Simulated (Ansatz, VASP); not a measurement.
## GeSb4Te4 in VASP and in Ansatz

File INCAR:

```
SYSTEM = GeSb4Te4
ALGO = Normal
EDIFF = 1E-7
ENCUT = 520
GGA = PE
ISIF = 2
ISMEAR = 0
LASPH = .True.
LCHARG = .False.
LREAL = .False.
LWAVE = .False.
NBANDS = 39
NELM = 80
PREC = Accurate
SIGMA = 0.03
```

KPOINTS

```
k-points
0
Gamma
  9 9 2
  0 0 0
```

POSCAR

```
GeSb4Te4
1.0
   -4.3299846501      0.0000000000      0.0000000000
   -2.1649923251     -3.7498767050      0.0000000000
    0.0000000000      0.0000000000     23.6486093019
Ge Sb Te
1 4 4
Direct
    0.0000000000      0.0000000000      0.2842973820
    0.3333333333      0.3333333333      0.6903506117
    0.6666666667      0.6666666667      0.6245294445
    0.6666666667      0.6666666667      0.1281508797
    0.3333333333      0.3333333333      0.4404438844
    0.3333333333      0.3333333333      0.2130409272
    0.6666666667      0.6666666667      0.3555538369
    1.0000000000      1.0000000000      0.0559092416
    0.0000000000      0.0000000000      0.5126855225
```

Input for Ansatz:

```yaml
crystal:
  lattice:
    - [-4.3299846501, 0.0, 0.0]
    - [-2.1649923251, -3.749876705, 0.0]
    - [0.0, 0.0, 23.6486093019]
  atoms:
    - { symbol: Ge, position: [0.0, 0.0, 0.284297382] }
    - { symbol: Sb, position: [0.3333333333, 0.3333333333, 0.6903506117] }
    - { symbol: Sb, position: [0.6666666667, 0.6666666667, 0.6245294445] }
    - { symbol: Sb, position: [0.6666666667, 0.6666666667, 0.1281508797] }
    - { symbol: Sb, position: [0.3333333333, 0.3333333333, 0.4404438844] }
    - { symbol: Te, position: [0.3333333333, 0.3333333333, 0.2130409272] }
    - { symbol: Te, position: [0.6666666667, 0.6666666667, 0.3555538369] }
    - { symbol: Te, position: [1.0, 1.0, 0.0559092416] }
    - { symbol: Te, position: [0.0, 0.0, 0.5126855225] }
basis:
  ecutwfc: 420
kpoints:
  mp_grid: { grid: [9, 9, 2] }
hamiltonian:
  xc: pbe
scf:
  occupations: { method: gaussian, width: 0.03 }
output:
  forces: true
  stress: true
  eigenvalues: true
```

Alike in both runs: task single point; functional PBE; k mesh 9 × 9 × 2; occupations gaussian, width 0.03 eV; no spin polarisation.

```csv
,VASP,Ansatz
version,VASP 6.6.1,Ansatz 0.2.0
potentials or method,"VASP PAW PBE potentials, release 64 (Ge_d, Sb, Te), cutoff 520 eV","scalar-relativistic, plane waves, PAW"
valence electrons in the cell,58,138
```

|  | VASP | Ansatz | Ansatz less VASP |
| --- | --- | --- | --- |
| gap on the k mesh at the Fermi level (eV) | 0.29 | 0.30 | +0.007 |
| least direct gap on the mesh (eV) | 0.29 | 0.30 | +0.007 |
| rms of the force components (eV/Å) | 0.038 | 0.040 | +0.0019 |

Atom by atom the forces differ by 0.017 eV/Å (rms over components). With one functional, cell and mesh, what is left measures potentials, basis and numerics. VASP's potentials hold 58 valence electrons a cell and Ansatz's 138, so a difference there can come from the potentials and not from the codes.

Spin-orbit coupling is off throughout.
